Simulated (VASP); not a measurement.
# AlN (Cm) in VASP: notebook

Runs on AlN. Level: r2SCAN. Tasks: single point.

Everything below comes from runs of VASP 6.6.1. Logs are shortened: lines on timing, memory, paths and dates and some standing lists are left out, and cuts for length are marked.

## Step 1: The cell of the first run

It takes space group Cm (No. 8, monoclinic). Conventional cell: a = 5.350 Å, b = 3.089 Å, c = 3.089 Å, α = 90.00°, β = 125.26°, γ = 90.00°. Al (site symmetry m) has 4 N at 1.66 to 2.14 Å within 2.2 Å. N (site symmetry m) has 4 Al at 1.66 to 2.14 Å within 2.2 Å.

## Step 2: Single point, r2SCAN

Input file POSCAR:

```
AlN
1.0
    0.0000000000      2.1839935596      2.1839935596
    2.1839935596      0.0000000000      2.1839935596
    2.1839935596      2.1839935596      0.0000000000
Al N
1 1
Direct
    0.0971303388      0.0000000000      0.0000000000
    0.7500000000      0.7500000000      0.7500000000
```

Input file INCAR.step1:

```
SYSTEM = AlN
  PREC = Accurate
  ENCUT = 520
  ISMEAR = 0
  SIGMA = 0.05
  LREAL = .False.
  LASPH = .True.
  NELM = 80
  NBANDS = 11
  GGA = PE
  ALGO = Normal
  EDIFF = 1E-4
  LWAVE = .True.
  LCHARG = .False.
```

Input file INCAR.step2:

```
SYSTEM = AlN
  PREC = Accurate
  ENCUT = 520
  EDIFF = 1E-6
  ISMEAR = 0
  SIGMA = 0.05
  LREAL = .False.
  LASPH = .True.
  NELM = 80
  ALGO = Normal
  ISIF = 2
  LWAVE = .False.
  LCHARG = .False.
  METAGGA = R2SCAN
  LMIXTAU = .True.
  NBANDS = 11
  ISTART = 1
```

Input file KPOINTS:

```
regular mesh
0
Gamma
  10 10 10
  0 0 0
```

Potentials or basis: VASP PAW PBE potentials, release 64 (Al, N).

On the command line:

```bash
cat potpaw_PBE.64/Al/POTCAR potpaw_PBE.64/N/POTCAR > POTCAR
cp INCAR.step1 INCAR
mpirun -np 1 vasp_std > vasp.out
cp INCAR.step2 INCAR
mpirun -np 1 vasp_std > vasp.out
```

OUTCAR:

```text
SYSTEM = AlN
   PREC = Accurate
   ENCUT = 520
   EDIFF = 1E-6
   ISMEAR = 0
   LREAL = .False.
   LASPH = .True.
   NELM = 80
   ISIF = 2
   METAGGA = R2SCAN
   ISTART = 1

 ion  position               nearest neighbor table
   1  0.097  0.000  0.000-   2 1.66   2 1.92   2 1.92   2 2.14
   2  0.750  0.750  0.750-   1 1.66   1 1.92   1 1.92   1 2.14

  LATTYP: Found a face centered cubic cell.
 ALAT       =     4.3679871192

  Lattice vectors:

 A1 = (   0.0000000000,   2.1839935596,   2.1839935596)
 A2 = (   2.1839935596,   0.0000000000,   2.1839935596)
 A3 = (   2.1839935596,   2.1839935596,   0.0000000000)

Analysis of symmetry for initial positions (statically):
=====================================================================
 Subroutine PRICEL returns:
 Original cell was already a primitive cell.

 Routine SETGRP: Setting up the symmetry group for a
 face centered cubic supercell.

 Subroutine GETGRP returns: Found  2 space group operations
 (whereof  2 operations were pure point group operations)
 out of a pool of 48 trial point group operations.

The static configuration has the point symmetry C_1h.

Analysis of symmetry for dynamics (positions and initial velocities):
=====================================================================
 Subroutine PRICEL returns:
 Original cell was already a primitive cell.

 Routine SETGRP: Setting up the symmetry group for a
 face centered cubic supercell.

 Subroutine GETGRP returns: Found  2 space group operations
 (whereof  2 operations were pure point group operations)
 out of a pool of 48 trial point group operations.

The dynamic configuration has the point symmetry C_1h.

 Subroutine INISYM returns: Found  2 space group operations
 (whereof  2 operations are pure point group operations),
 and found     1 'primitive' translations

----------------------------------------------------------------------------------------

                                     Primitive cell

  volume of cell :      20.8345

  direct lattice vectors                    reciprocal lattice vectors
     0.000000000  2.183993560  2.183993560    -0.228938404  0.228938404  0.228938404
     2.183993560  0.000000000  2.183993560     0.228938404 -0.228938404  0.228938404
     2.183993560  2.183993560  0.000000000     0.228938404  0.228938404 -0.228938404

  length of vectors
     3.088633312  3.088633312  3.088633312     0.396532948  0.396532948  0.396532948

  position of ions in fractional coordinates (direct lattice)
     0.097130339  0.000000000  0.000000000
     0.750000000  0.750000000  0.750000000

  ion indices of the primitive-cell ions
   primitive index   ion index
                 1           1
                 2           2

----------------------------------------------------------------------------------------

 KPOINTS: regular mesh

Automatic generation of k-mesh.
 Grid dimensions read from file:
 generate k-points for:   10   10   10

 Generating k-lattice:

  Cartesian coordinates                     Fractional coordinates (reciprocal lattice)
    -0.022893840  0.022893840  0.022893840     0.100000000  0.000000000  0.000000000
     0.022893840 -0.022893840  0.022893840     0.000000000  0.100000000  0.000000000
     0.022893840  0.022893840 -0.022893840     0.000000000  0.000000000  0.100000000

  Length of vectors
     0.039653295  0.039653295  0.039653295

  Shift w.r.t. Gamma in fractional coordinates (k-lattice)
     0.000000000  0.000000000  0.000000000

 Subroutine IBZKPT returns following result:
 ===========================================

 Found    282 irreducible k-points:

 Following reciprocal coordinates:
            Coordinates               Weight
  0.000000  0.000000  0.000000      1.000000
  0.100000  0.000000  0.000000      2.000000
  0.000000  0.100000  0.000000      4.000000
  0.100000  0.100000  0.100000      2.000000
  0.200000  0.000000  0.000000      2.000000
  0.000000  0.200000  0.000000      4.000000
[... 16 lines left out ...]
  0.200000  0.100000  0.200000      4.000000
  0.100000 -0.100000 -0.100000      2.000000
 [... further k-points ...]
   k-points           NKPTS =    282   k-points in BZ     NKDIM =    282   number of bands    NBANDS=     11
   number of dos      NEDOS =    301   number of ions     NIONS =      2
   total plane-waves  NPLWV =  13824
   dimension x,y,z NGX =    24 NGY =   24 NGZ =   24
   dimension x,y,z NGXF=    48 NGYF=   48 NGZF=   48
   ions per type =               1   1
   NGX,Y,Z   is equivalent  to a cutoff of  12.92, 12.92, 12.92 a.u.
   NGXF,Y,Z  is equivalent  to a cutoff of  25.84, 25.84, 25.84 a.u.
 SYSTEM =  AlN
   PREC   = accura    normal or accurate (medium, high low for compatibility)
   ISTART =      1    job   : 0-new  1-cont  2-samecut
   ICHARG =      0    charge: 1-file 2-atom 10-const
   ISPIN  =      1    spin polarized calculation?
   LNONCOLLINEAR =      F non collinear calculations
   LSORBIT =      F    spin-orbit coupling
   LASPH  =      T    aspherical Exc in radial PAW
   ENCUT  =  520.0 eV  38.22 Ry    6.18 a.u.   5.74  5.74  5.74*2*pi/ulx,y,z
   NELM   =     80;   NELMIN=  2; NELMDL=  0     # of ELM steps
   EDIFF  = 0.1E-05   stopping-criterion for ELM
   LREAL  =      F    real-space projection
   EDIFFG = 0.1E-04   stopping-criterion for IOM
   NSW    =      0    number of steps for IOM
   IBRION =     -1    ionic relax: 0-MD 1-quasi-New 2-CG
   NFREE  =      0    steps in history (QN), initial steepest desc. (CG)
   ISIF   =      2    stress and relaxation
   ISYM   =      2    0-nonsym 1-usesym 2-fastsym
   POTIM  = 0.5000    time-step for ionic-motion
   TEBEG  =    0.0;   TEEND  =   0.0 temperature during run
   PSTRESS=    0.0 pullay stress
   NELECT =       8.0000    total number of electrons
   NUPDOWN=      -1.0000    fix difference up-down
   EMIN   =  10.00;   EMAX   =-10.00  energy-range for DOS
   EFERMI =   0.00;   METHOD = LEGACY
   ISMEAR =     0;   SIGMA  =   0.05  broadening in eV -4-tet -1-fermi 0-gaus
   EFERMI_NEDOS =   21; number of points for ismear=-14 and -15
   IALGO  =     38    algorithm
   IMIX   =      4    mixing-type and parameters
     AMIX     =   0.40;   BMIX     =  1.00
     AMIX_MAG =   1.60;   BMIX_MAG =  1.00
  volume/ion in A,a.u.               =      10.42        70.30
  Fermi-wavevector in a.u.,A,eV,Ry     =   1.189899  2.248583 19.263943  1.415860
  Thomas-Fermi vector in A             =   2.325996
   LORBIT       =      0    0 simple, 1 ext, 2 COOP (PROOUT), +10 PAW based schemes
   METAGGA = R2SCAN    functional components
   LHFCALC =     F    Hartree Fock is set to
   AEXX    =    0.0000 exact exchange contribution
   IVDW    =     0    specifies the selected vdW correction
   LEPSILON=     F    determine dielectric tensor
   LRPA    =     F    only Hartree local field effects (RPA)
 non-spin polarized calculation
 Gauss-broadening in eV      SIGMA  =   0.05
  energy-cutoff  :      520.00
  volume of cell :       20.83
 maximum number of plane-waves:       571
   NGX = 11   NGY = 11   NGZ = 11

 number of electron       8.0000000 magnetization

 Free energy of the ion-electron system (eV)
  ---------------------------------------------------
  ext. energy  EPLUGINS =         0.00000000
  ---------------------------------------------------
  free energy    TOTEN  =       -18.44578617 eV

  energy without entropy =      -18.44578617  energy(sigma->0) =      -18.44578617

 E-fermi :   6.6845     XC(G=0): -11.4042

 val. band max:        6.3852712559   @ k =   0.0000   0.0000   0.0000
 cond. band min:       9.5569951717   @ k =   0.0000   0.5000   0.5000
 fundamental gap:      3.1717239159
 Fermi energy:         6.6844721542

 k-point     1 :       0.0000    0.0000    0.0000
  band No.  band energies     occupation
      1     -10.0792      2.00000
      2       4.8894      2.00000
      3       5.6629      2.00000
      4       6.3853      2.00000
      5      10.3826      0.00000
      6      19.1450      0.00000
      7      19.1844      0.00000
      8      19.4170      0.00000
      9      23.9693      0.00000
     10      24.0240      0.00000
     11      25.0685      0.00000

 k-point     2 :       0.1000    0.0000    0.0000
  band No.  band energies     occupation
      1      -9.9311      2.00000
      2       4.2390      2.00000
      3       5.6188      2.00000
      4       6.3016      2.00000
      5      10.9234      0.00000
      6      18.6661      0.00000
      7      19.4137      0.00000
      8      19.6698      0.00000
      9      22.5665      0.00000
     10      22.7468      0.00000
     11      25.7276      0.00000

 k-point     3 :       0.0000    0.1000    0.0000
  band No.  band energies     occupation
      1      -9.9334      2.00000
      2       4.5489      2.00000
      3       5.2395      2.00000
      4       6.2670      2.00000
      5      11.0289      0.00000
      6      18.3533      0.00000
      7      19.2880      0.00000
      8      19.9598      0.00000
      9      22.9024      0.00000
     10      23.1301      0.00000
     11      25.0421      0.00000

 k-point     4 :       0.1000    0.1000    0.1000
  band No.  band energies     occupation
      1      -9.9360      2.00000
      2       4.7766      2.00000
      3       5.5284      2.00000
      4       5.6106      2.00000
      5      11.1707      0.00000
      6      18.6436      0.00000
      7      19.1352      0.00000
      8      19.6291      0.00000
      9      23.2680      0.00000
     10      23.2846      0.00000
     11      24.5423      0.00000
[... 239 lines left out ...]
 k-point    22 :       0.1000    0.1000   -0.1000
  band No.  band energies     occupation
      1      -9.5593      2.00000
      2       3.4704      2.00000
      3       4.8203      2.00000
      4       6.0504      2.00000
      5      12.0781      0.00000
      6      17.5703      0.00000
      7      18.7940      0.00000
      8      20.1266      0.00000
      9      21.0914      0.00000
     10      24.1246      0.00000
     11      25.5717      0.00000

 k-point    23 :       0.2000    0.1000    0.2000
  band No.  band energies     occupation
      1      -9.5667      2.00000
      2       3.8417      2.00000
      3       4.8241      2.00000
      4       5.4480      2.00000
      5      12.3095      0.00000
      6      17.8318      0.00000
      7      18.7064      0.00000
      8      19.7616      0.00000
      9      21.1026      0.00000
     10      24.6232      0.00000
     11      25.3083      0.00000

 k-point    24 :       0.1000   -0.1000   -0.1000
  band No.  band energies     occupation
      1      -9.5544      2.00000
      2       3.1930      2.00000
      3       5.2755      2.00000
      4       6.0452      2.00000
      5      11.9047      0.00000
      6      17.4890      0.00000
      7      19.2258      0.00000
      8      19.9000      0.00000
      9      20.8510      0.00000
     10      23.6242      0.00000
     11      26.2712      0.00000

 [... further k-points ...]
[... 5 lines left out ...]
  --------------------------------------------------------------------------------------
  -------------------------------------------------------------------------------------
  Total        2.5781170      1.0712948      1.0712948     -2.4229139      1.6806320     -2.4229156
  in kB      198.2572812     82.3826090     82.3826090   -186.3221553    129.2406577   -186.3222931
  external PRESSURE =     121.0074997 kB  Pullay stress =       0.0000000 kB

 VOLUME and BASIS-vectors are now :
 -----------------------------------------------------------------------------
  energy-cutoff  :      520.00
  volume of cell :       20.83
      direct lattice vectors                 reciprocal lattice vectors
     0.000000000  2.183993560  2.183993560    -0.228938404  0.228938404  0.228938404
     2.183993560  0.000000000  2.183993560     0.228938404 -0.228938404  0.228938404
     2.183993560  2.183993560  0.000000000     0.228938404  0.228938404 -0.228938404

 POSITION                                       TOTAL-FORCE (eV/Angst)
 -----------------------------------------------------------------------------------
      0.00000      0.21213      0.21213         3.014963     -3.700945     -3.700945
      3.27599      3.27599      3.27599        -3.014963      3.700945      3.700945
 -----------------------------------------------------------------------------------
    total drift:                                0.001512      0.001386      0.001386

  FREE ENERGIE OF THE ION-ELECTRON SYSTEM (eV)
  ---------------------------------------------------
  free  energy   TOTEN  =       -18.4457861734 eV

  energy  without entropy=      -18.4457861734  energy(sigma->0) =      -18.44578617
```

It took 69 s on 1 thread of Intel Xeon 6975P-C (Granite Rapids), shared host; peak memory 0.18 GiB.

What came out:

- Free energy: -18.4458 eV
- Pressure: 12.1 GPa
- Largest force: 6.040 eV/Å
- Band gap on the k mesh: 3.17 eV, indirect (least direct gap 4.00 eV)

Forces on the atoms (eV/Å):
```
Al   3.015 -3.701 -3.701
N   -3.015  3.701  3.701
```

Caveat: the cell differs from its parent crystal (all Al atoms moved -0.300 Å, as atom 1 towards its neighbour atom 1 (Al) at 3.089 Å); the PAW data sets were made with another functional, which shifts forces and pressure a little.

## Step 3: Single point, r2SCAN

Edit POSCAR of step 2 so:

```diff
@@ -8,3 +8,3 @@
 Direct
-    0.0971303388      0.0000000000      0.0000000000
+   -0.0728477541      0.0000000000      0.0000000000
     0.7500000000      0.7500000000      0.7500000000
```

Input file INCAR.step1:

```
SYSTEM = AlN
PREC = Accurate ; ENCUT = 520
ISMEAR = 0 ; SIGMA = 0.05
LREAL = .False. ; LASPH = .True.
NELM = 100 ; NBANDS = 11
GGA = PE ; ALGO = Normal
EDIFF = 1E-4 ; LWAVE = .True.
LCHARG = .False.
```

Input file INCAR.step2:

```
SYSTEM = AlN
PREC = Accurate ; ENCUT = 520
EDIFF = 1E-6 ; ISMEAR = 0
SIGMA = 0.05 ; LREAL = .False.
LASPH = .True. ; NELM = 100
ALGO = Normal ; ISIF = 2
LWAVE = .False. ; LCHARG = .False.
METAGGA = R2SCAN ; LMIXTAU = .True.
NBANDS = 11 ; ISTART = 1
```

KPOINTS is that of step 2.

Potentials or basis: VASP PAW PBE potentials, release 64 (Al, N).

On the command line:

```bash
cat potpaw_PBE.64/Al/POTCAR potpaw_PBE.64/N/POTCAR > POTCAR
cp INCAR.step1 INCAR
mpirun -np 1 vasp_std > vasp.out
cp INCAR.step2 INCAR
mpirun -np 1 vasp_std > vasp.out
```

It took 67 s on 1 thread of Intel Xeon 6975P-C (Granite Rapids), shared host; peak memory 0.18 GiB.

Results (log left out):

| Item | Value |
| --- | --- |
| Free energy | -18.7797 eV |
| Pressure | 6.6 GPa |
| Largest force | 4.055 eV/Å |
| Band gap on the k mesh | 3.34 eV, indirect (least direct gap 4.22 eV) |

Forces in eV/Å, atoms in the order of the input:
```
Al   1.647  2.620  2.620
N   -1.647 -2.620 -2.620
```

Stress tensor (GPa, compression positive):
```
10.47 12.62 12.62
12.62  4.60  7.45
12.62  7.45  4.60
```

Levels at points of the mesh, in eV from the valence-band top:
| k point | band 2 | band 3 | band 4 | band 5 | band 6 | band 7 |
| --- | --- | --- | --- | --- | --- | --- |
| (0.00, 0.00, 0.00) | -1.17 | -0.57 | 0.00 | 4.22 | 12.93 | 12.93 |
| (0.50, 0.00, 0.00) | -6.20 | -1.57 | -1.06 | 7.74 | 10.32 | 11.11 |
| (0.00, 0.50, 0.00) | -6.45 | -1.45 | -0.63 | 7.45 | 10.10 | 11.18 |
| (0.50, 0.50, 0.50) | -6.66 | -1.00 | -0.58 | 7.37 | 9.91 | 11.40 |
| (0.50, 0.50, 0.00) | -5.52 | -2.64 | -2.07 | 3.39 | 8.79 | 14.31 |
| (0.00, 0.50, 0.50) | -5.54 | -2.34 | -2.25 | 3.34 | 8.62 | 14.29 |

Caveat: the cell differs from its parent crystal (all Al atoms moved +0.225 Å, as atom 1 towards its neighbour atom 1 (Al) at 3.089 Å); the PAW data sets were made with another functional, which shifts forces and pressure a little.
